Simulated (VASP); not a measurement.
# Zn (R-3m) in VASP: a series of runs

The runs below take Zn through single point, with LDA.

All numbers are computed with VASP 6.6.1; they aren't measurements. Logs are shortened: lines on timing, memory, paths and dates and some standing lists are left out, and cuts for length are marked.

### 1 The cell of the first run

Symmetry: R-3m, No. 166, trigonal system. The conventional cell has a = 4.685 Å, b = 4.685 Å, c = 2.439 Å, α = 90.00°, β = 90.00°, γ = 120.00°. Within 3.2 Å of Zn (site symmetry -3m) lie 14 Zn at 2.44 to 3.16 Å.

### 2 Single point, LDA

Contents of INCAR:

```
PREC = Accurate ; ENCUT = 520
EDIFF = 1E-6 ; ISMEAR = 0
SIGMA = 0.15 ; LREAL = False
LASPH = True ; NELM = 80
ALGO = Fast ; ISIF = 2
LWAVE = False ; LCHARG = True
GGA = CA ; LELF = True
LVHAR = True ; NBANDS = 12
```

Contents of KPOINTS:

```
regular mesh
0
Gamma
  24 24 24
```

Contents of POSCAR:

```
Zn
1.0
   -1.7391999281      1.5735618397      1.5735618397
    1.5735618397     -1.7391999281      1.5735618397
    1.5735618397      1.5735618397     -1.7391999281
Zn
1
Direct
    0.0000000000      0.0000000000      0.0000000000
```

Potentials or basis: VASP PAW LDA potentials, release 64 (Zn).

Launch:

```bash
cat potpaw_LDA.64/Zn/POTCAR > POTCAR
mpirun -np 1 vasp_std > vasp.out
```

OUTCAR:

```text
PREC = Accurate
   ENCUT = 520
   EDIFF = 1E-6
   ISMEAR = 0
   LREAL = False
   LASPH = True
   NELM = 80
   ISIF = 2
   GGA = CA

 ion  position               nearest neighbor table
   1  0.000  0.000  0.000-

  LATTYP: Found a trigonal (rhomboedric) cell.
 ALAT       =     2.8243601252
 COS(alpha) =    -0.3757523646

  Lattice vectors:

 A1 = (  -1.7391999281,   1.5735618397,   1.5735618397)
 A2 = (   1.5735618397,  -1.7391999281,   1.5735618397)
 A3 = (   1.5735618397,   1.5735618397,  -1.7391999281)

Analysis of symmetry for initial positions (statically):
=====================================================================
 Subroutine PRICEL returns:
 Original cell was already a primitive cell.

 Routine SETGRP: Setting up the symmetry group for a
 trigonal (rhombohedral) supercell.

 Subroutine GETGRP returns: Found 12 space group operations
 (whereof 12 operations were pure point group operations)
 out of a pool of 12 trial point group operations.

The static configuration has the point symmetry D_3d.

Analysis of symmetry for dynamics (positions and initial velocities):
=====================================================================
 Subroutine PRICEL returns:
 Original cell was already a primitive cell.

 Routine SETGRP: Setting up the symmetry group for a
 trigonal (rhombohedral) supercell.

 Subroutine GETGRP returns: Found 12 space group operations
 (whereof 12 operations were pure point group operations)
 out of a pool of 12 trial point group operations.

The dynamic configuration has the point symmetry D_3d.

 Subroutine INISYM returns: Found 12 space group operations
 (whereof 12 operations are pure point group operations),
 and found     1 'primitive' translations

----------------------------------------------------------------------------------------

                                     Primitive cell

  volume of cell :      15.4511

  direct lattice vectors                    reciprocal lattice vectors
    -1.739199928  1.573561840  1.573561840     0.035513287  0.337376225  0.337376225
     1.573561840 -1.739199928  1.573561840     0.337376225  0.035513287  0.337376225
     1.573561840  1.573561840 -1.739199928     0.337376225  0.337376225  0.035513287

  length of vectors
     2.824360125  2.824360125  2.824360125     0.478441875  0.478441875  0.478441875

  position of ions in fractional coordinates (direct lattice)
     0.000000000  0.000000000  0.000000000

  ion indices of the primitive-cell ions
   primitive index   ion index
                 1           1

----------------------------------------------------------------------------------------

 KPOINTS: regular mesh

Automatic generation of k-mesh.
 Grid dimensions read from file:
 generate k-points for:   24   24   24

 Generating k-lattice:

  Cartesian coordinates                     Fractional coordinates (reciprocal lattice)
     0.001479720  0.014057343  0.014057343     0.041666667  0.000000000  0.000000000
     0.014057343  0.001479720  0.014057343     0.000000000  0.041666667  0.000000000
     0.014057343  0.014057343  0.001479720     0.000000000  0.000000000  0.041666667

  Length of vectors
     0.019935078  0.019935078  0.019935078

  Shift w.r.t. Gamma in fractional coordinates (k-lattice)
     0.000000000  0.000000000  0.000000000

 Subroutine IBZKPT returns following result:
 ===========================================

 Found   1313 irreducible k-points:

 Following reciprocal coordinates:
            Coordinates               Weight
  0.000000  0.000000  0.000000      1.000000
  0.041667 -0.000000 -0.000000      6.000000
  0.083333  0.000000  0.000000      6.000000
  0.125000  0.000000  0.000000      6.000000
  0.166667  0.000000  0.000000      6.000000
  0.208333  0.000000  0.000000      6.000000
[... 16 lines left out ...]
  0.416667  0.041667  0.000000     12.000000
  0.458333  0.041667  0.000000     12.000000
 [... further k-points ...]
   k-points           NKPTS =   1313   k-points in BZ     NKDIM =   1313   number of bands    NBANDS=     12
   number of dos      NEDOS =    301   number of ions     NIONS =      1
   total plane-waves  NPLWV =  13824
   dimension x,y,z NGX =    24 NGY =   24 NGZ =   24
   dimension x,y,z NGXF=    48 NGYF=   48 NGZF=   48
   ions per type =               1
   NGX,Y,Z   is equivalent  to a cutoff of  14.13, 14.13, 14.13 a.u.
   NGXF,Y,Z  is equivalent  to a cutoff of  28.25, 28.25, 28.25 a.u.
 SYSTEM =  unknown system
   PREC   = accura    normal or accurate (medium, high low for compatibility)
   ISTART =      0    job   : 0-new  1-cont  2-samecut
   ICHARG =      2    charge: 1-file 2-atom 10-const
   ISPIN  =      1    spin polarized calculation?
   LNONCOLLINEAR =      F non collinear calculations
   LSORBIT =      F    spin-orbit coupling
   LASPH  =      T    aspherical Exc in radial PAW
   ENCUT  =  520.0 eV  38.22 Ry    6.18 a.u.   5.25  5.25  5.25*2*pi/ulx,y,z
   NELM   =     80;   NELMIN=  2; NELMDL= -5     # of ELM steps
   EDIFF  = 0.1E-05   stopping-criterion for ELM
   LREAL  =      F    real-space projection
   EDIFFG = 0.1E-04   stopping-criterion for IOM
   NSW    =      0    number of steps for IOM
   IBRION =     -1    ionic relax: 0-MD 1-quasi-New 2-CG
   NFREE  =      0    steps in history (QN), initial steepest desc. (CG)
   ISIF   =      2    stress and relaxation
   ISYM   =      2    0-nonsym 1-usesym 2-fastsym
   POTIM  = 0.5000    time-step for ionic-motion
   TEBEG  =    0.0;   TEEND  =   0.0 temperature during run
   PSTRESS=    0.0 pullay stress
   NELECT =      12.0000    total number of electrons
   NUPDOWN=      -1.0000    fix difference up-down
   EMIN   =  10.00;   EMAX   =-10.00  energy-range for DOS
   EFERMI =   0.00;   METHOD = LEGACY
   ISMEAR =     0;   SIGMA  =   0.15  broadening in eV -4-tet -1-fermi 0-gaus
   EFERMI_NEDOS =   21; number of points for ismear=-14 and -15
   IALGO  =     68    algorithm
   IMIX   =      4    mixing-type and parameters
     AMIX     =   0.40;   BMIX     =  1.00
     AMIX_MAG =   1.60;   BMIX_MAG =  1.00
  volume/ion in A,a.u.               =      15.45       104.27
  Fermi-wavevector in a.u.,A,eV,Ry     =   1.504811  2.843681 30.809811  2.264457
  Thomas-Fermi vector in A             =   2.615742
   LORBIT       =      0    0 simple, 1 ext, 2 COOP (PROOUT), +10 PAW based schemes
   GGA     = CA    functional components
   LHFCALC =     F    Hartree Fock is set to
   AEXX    =    0.0000 exact exchange contribution
   IVDW    =     0    specifies the selected vdW correction
   LEPSILON=     F    determine dielectric tensor
   LRPA    =     F    only Hartree local field effects (RPA)
 non-spin polarized calculation
 RMM-DIIS sequential band-by-band and
 Gauss-broadening in eV      SIGMA  =   0.15
  energy-cutoff  :      520.00
  volume of cell :       15.45
 maximum number of plane-waves:       428
 NGX is ok and might be reduce to    24

 number of electron      11.9999998 magnetization

 Free energy of the ion-electron system (eV)
  ---------------------------------------------------
  ext. energy  EPLUGINS =         0.00000000
  ---------------------------------------------------
  free energy    TOTEN  =        -1.71984389 eV

  energy without entropy =       -1.71688297  energy(sigma->0) =       -1.71836343

 E-fermi :   2.6885     XC(G=0): -11.7948

 val. band max:        2.6849514726   @ k =   0.2917   0.2917   0.0000
 cond. band min:       2.6891772432   @ k =  -0.3750  -0.4583   0.2083
 fundamental gap:      0.0042257706
 Fermi energy:         2.6885487788

 k-point     1 :       0.0000    0.0000    0.0000
  band No.  band energies     occupation
      1      -7.5156      2.00000
      2      -5.4360      2.00000
      3      -4.9303      2.00000
      4      -4.9303      2.00000
      5      -4.4252      2.00000
      6      -4.4252      2.00000
      7      18.4780      0.00000
      8      18.4780      0.00000
      9      21.2566      0.00000
     10      22.4569      0.00000
     11      22.4569      0.00000
     12      23.9066      0.00000

 k-point     2 :       0.0417   -0.0000   -0.0000
  band No.  band energies     occupation
      1      -7.4518      2.00000
      2      -5.4197      2.00000
      3      -4.9332      2.00000
      4      -4.9236      2.00000
      5      -4.4377      2.00000
      6      -4.4320      2.00000
      7      18.2881      0.00000
      8      18.4145      0.00000
      9      20.9311      0.00000
     10      22.6100      0.00000
     11      23.0261      0.00000
     12      23.4288      0.00000

 k-point     3 :       0.0833    0.0000    0.0000
  band No.  band energies     occupation
      1      -7.2615      2.00000
      2      -5.3720      2.00000
      3      -4.9422      2.00000
      4      -4.9034      2.00000
      5      -4.4729      2.00000
      6      -4.4510      2.00000
      7      17.8128      0.00000
      8      18.1856      0.00000
      9      20.6226      0.00000
     10      21.8915      0.00000
     11      23.0014      0.00000
     12      24.1070      0.00000

 k-point     4 :       0.1250    0.0000    0.0000
  band No.  band energies     occupation
      1      -6.9494      2.00000
      2      -5.2968      2.00000
      3      -4.9581      2.00000
      4      -4.8687      2.00000
      5      -4.5243      2.00000
      6      -4.4792      2.00000
      7      17.2024      0.00000
      8      17.7792      0.00000
      9      19.7761      0.00000
     10      20.6393      0.00000
     11      22.7232      0.00000
     12      23.7023      0.00000

 k-point     5 :       0.1667    0.0000    0.0000
  band No.  band energies     occupation
      1      -6.5284      2.00000
      2      -5.1984      2.00000
      3      -4.9822      2.00000
      4      -4.8168      2.00000
      5      -4.5796      2.00000
      6      -4.5118      2.00000
      7      16.5466      0.00000
      8      17.2863      0.00000
      9      17.5138      0.00000
     10      20.9048      0.00000
     11      21.9373      0.00000
     12      22.5823      0.00000
[... 228 lines left out ...]
      1      -5.5031      2.00000
      2      -5.1794      2.00000
      3      -4.6461      2.00000
      4      -4.6097      2.00000
      5      -4.3585      2.00000
      6      -2.4680      2.00000
      7       7.9366      0.00000
      8      14.0705      0.00000
      9      15.7980      0.00000
     10      18.3835      0.00000
     11      19.2428      0.00000
     12      24.4213      0.00000

 k-point    22 :       0.3750    0.0417    0.0000
  band No.  band energies     occupation
      1      -5.5520      2.00000
      2      -5.2188      2.00000
      3      -4.6308      2.00000
      4      -4.6030      2.00000
      5      -4.2457      2.00000
      6      -1.3612      2.00000
      7       6.1562      0.00000
      8      13.5473      0.00000
      9      15.3676      0.00000
     10      18.1761      0.00000
     11      19.1560      0.00000
     12      25.4824      0.00000

 k-point    23 :       0.4167    0.0417    0.0000
  band No.  band energies     occupation
      1      -5.5919      2.00000
      2      -5.2455      2.00000
      3      -4.6249      2.00000
      4      -4.5918      2.00000
      5      -4.1650      2.00000
      6      -0.1863      2.00000
      7       4.5435      0.00000
      8      13.1475      0.00000
      9      15.0184      0.00000
     10      18.1009      0.00000
     11      19.1530      0.00000
     12      26.5985      0.00000

 k-point    24 :       0.4583    0.0417    0.0000
  band No.  band energies     occupation
      1      -5.6131      2.00000
      2      -5.2575      2.00000
      3      -4.6230      2.00000
      4      -4.5845      2.00000
      5      -4.1250      2.00000
      6       0.8260      2.00000
      7       3.3257      0.00000
      8      12.8815      0.00000
      9      14.7612      0.00000
     10      18.1504      0.00000
     11      19.2312      0.00000
     12      27.6575      0.00000

 [... further k-points ...]

------------------------ aborting loop because EDIFF is reached ----------------------------------------

  FORCE on cell =-STRESS in cart. coord.  units (eV):
  Direction    XX          YY          ZZ          XY          YZ          ZX
  --------------------------------------------------------------------------------------
  -------------------------------------------------------------------------------------
  Total       -0.5083152     -0.5083152     -0.5083152      0.2670737      0.2670737      0.2670737
  in kB      -52.7089232    -52.7089232    -52.7089232     27.6937758     27.6937758     27.6937758
  external PRESSURE =     -52.7089232 kB  Pullay stress =       0.0000000 kB

 VOLUME and BASIS-vectors are now :
 -----------------------------------------------------------------------------
  energy-cutoff  :      520.00
  volume of cell :       15.45
      direct lattice vectors                 reciprocal lattice vectors
    -1.739199928  1.573561840  1.573561840     0.035513287  0.337376225  0.337376225
     1.573561840 -1.739199928  1.573561840     0.337376225  0.035513287  0.337376225
     1.573561840  1.573561840 -1.739199928     0.337376225  0.337376225  0.035513287

 POSITION                                       TOTAL-FORCE (eV/Angst)
 -----------------------------------------------------------------------------------
      0.00000      0.00000      0.00000         0.000000     -0.000000     -0.000000
 -----------------------------------------------------------------------------------
    total drift:                                0.000000     -0.000000      0.000000

  FREE ENERGIE OF THE ION-ELECTRON SYSTEM (eV)
  ---------------------------------------------------
  free  energy   TOTEN  =        -1.7198438908 eV

  energy  without entropy=       -1.7168829696  energy(sigma->0) =       -1.71836343
```

It took 4.5 min on 1 thread of AMD EPYC 7R43 (Zen 3), shared host; peak memory 0.29 GiB.

What came out:

- Free energy: -1.7198 eV
- Pressure: -5.3 GPa
- Band gap on the k mesh: zero (band 6 reaches 6.21 eV, above the bottom of band 7 at 0.70 eV)

Levels at points of the mesh, in eV from the Fermi level:
```tsv
k point	band 2	band 3	band 4	band 5	band 6	band 7	band 8	band 9	band 10	band 11
(0.00, 0.00, 0.00)	-8.12	-7.62	-7.62	-7.11	-7.11	15.79	15.79	18.57	19.77	19.77
(0.50, 0.00, 0.00)	-7.95	-7.31	-7.27	-6.79	-1.79	0.46	10.47	12.42	15.04	16.17
(0.50, 0.50, 0.00)	-8.13	-7.10	-7.09	-6.93	-2.97	-1.99	9.60	13.82	16.90	20.85
(0.50, 0.50, 0.50)	-8.29	-7.08	-7.08	-6.70	3.52	4.96	4.96	7.74	9.02	9.02
```

### 3 Single point, LDA

This run uses another cell than the first one, of the same volume but with other edges.

Contents of INCAR:

```
PREC     = Accurate       # precision mode
ENCUT    = 520            # plane-wave cutoff, eV
EDIFF    = 1E-6           # SCF threshold, eV
ISMEAR   = 0              # smearing method
SIGMA    = 0.15           # smearing width, eV
LREAL    = F              # projectors in reciprocal space
LASPH    = T              # aspherical terms in the spheres
NELM     = 80             # most SCF steps
ALGO     = Fast           # electronic algorithm
ISIF     = 2              # what is computed and relaxed
LWAVE    = F              # write WAVECAR
LCHARG   = F              # write CHGCAR
GGA      = CA             # functional
NBANDS   = 12             # bands
```

KPOINTS is that of step 2.

Contents of POSCAR:

```
Zn
1.0
   -1.3780856578      1.5749550375      1.5749550375
    1.5749550375     -1.3780856578      1.5749550375
    1.5749550375      1.5749550375     -1.3780856578
Zn
1
Direct
    0.0000000000      0.0000000000      0.0000000000
```

Potentials or basis: VASP PAW LDA potentials, release 64 (Zn).

Launch:

```bash
cat potpaw_LDA.64/Zn/POTCAR > POTCAR
mpirun -np 1 vasp_std > vasp.out
```

It took 2.8 min on 1 thread of AMD EPYC 7R43 (Zen 3), shared host; peak memory 0.28 GiB.

Results (log left out):

```yaml
Free_energy: -1.7357 eV
Pressure: -6.2 GPa
Band_gap_on_the_k_mesh: zero (band 6 reaches 6.72 eV, above the bottom of band 7 at 0.75 eV)
```

Stress tensor (GPa, compression positive):
```
-6.22 -0.73 -0.73
-0.73 -6.22 -0.73
-0.73 -0.73 -6.22
```

Levels at points of the mesh, in eV from the Fermi level:
```tsv
k point	band 3	band 4	band 5	band 6	band 7	band 8	band 9	band 10
(0.00, 0.00, 0.00)	-7.98	-7.40	-7.16	-7.16	15.86	17.00	17.00	19.62
(0.50, 0.00, 0.00)	-7.17	-7.16	-7.01	-3.00	-1.95	12.80	13.79	16.52
(0.50, 0.50, 0.00)	-7.28	-7.24	-6.80	-1.76	0.41	7.75	12.13	15.17
(0.50, 0.50, 0.50)	-7.28	-6.83	-6.83	4.01	4.01	5.42	7.77	9.03
```

### 4 Single point, LDA

This run uses another cell than the first one, of the same volume but with other edges.

Contents of INCAR:

```
ALGO = Fast ; EDIFF = 1E-6
ENCUT = 520 ; GGA = CA
ISIF = 2 ; ISMEAR = 0
LASPH = T ; LCHARG = F
LREAL = F ; LWAVE = F
NBANDS = 12 ; NELM = 100
PREC = Accurate ; SIGMA = 0.15
```

Contents of KPOINTS:

```
k-points
0
Gamma
  24 24 24
```

Contents of POSCAR:

```
Zn
1.0
   -1.0079139571      1.6214268005      1.6214268005
    1.6214268005     -1.0079139571      1.6214268005
    1.6214268005      1.6214268005     -1.0079139571
Zn
1
Direct
    0.0000000000      0.0000000000      0.0000000000
```

Launch:

```bash
cat potpaw_LDA.64/Zn/POTCAR > POTCAR
mpirun -np 1 vasp_std > vasp.out
```

Run time: 2.9 min. Hardware: 1 thread of AMD EPYC 7R43 (Zen 3), shared host; peak memory 0.28 GiB.

It converged, with:

| Property | Result |
| --- | --- |
| Free energy | -1.6064 eV |
| Pressure | 2.3 GPa |
| Band gap on the k mesh | zero (band 6 reaches 7.60 eV, above the bottom of band 7 at -0.16 eV) |

Stress tensor (GPa, compression positive):
```
 2.27 -1.60 -1.60
-1.60  2.27 -1.60
-1.60 -1.60  2.27
```

Levels at points of the mesh, in eV from the Fermi level:
```tsv
k point	band 3	band 4	band 5	band 6	band 7	band 8	band 9	band 10
(0.00, 0.00, 0.00)	-8.40	-6.99	-6.94	-6.94	13.58	13.99	13.99	17.01
(0.50, 0.00, 0.00)	-7.32	-7.31	-6.92	-3.35	-2.70	17.14	17.35	20.09
(0.50, 0.50, 0.00)	-7.31	-7.22	-6.60	0.23	2.81	2.97	7.41	21.89
(0.50, 0.50, 0.50)	-7.89	-6.58	-6.58	5.06	5.06	7.42	10.25	10.60
```

### 5 Summary

```tsv
cell	gap on the mesh (eV)	pressure (GPa)
a = 2.824 Å, angles 112.1°, 1 atom	none	-5.3
a = 2.619 Å, angles 105.7°, 1 atom	none	-6.2
a = 2.505 Å, angles 95.9°, 1 atom	none	2.3
```

Alike in all rows: task single point; level LDA; potentials or basis VASP PAW LDA potentials, release 64 (Zn); no spin polarisation; k mesh 24 × 24 × 24; cutoff (eV) 520; smearing gaussian 0.15 eV.

Absolute energies hang on the potentials; compare differences alone.
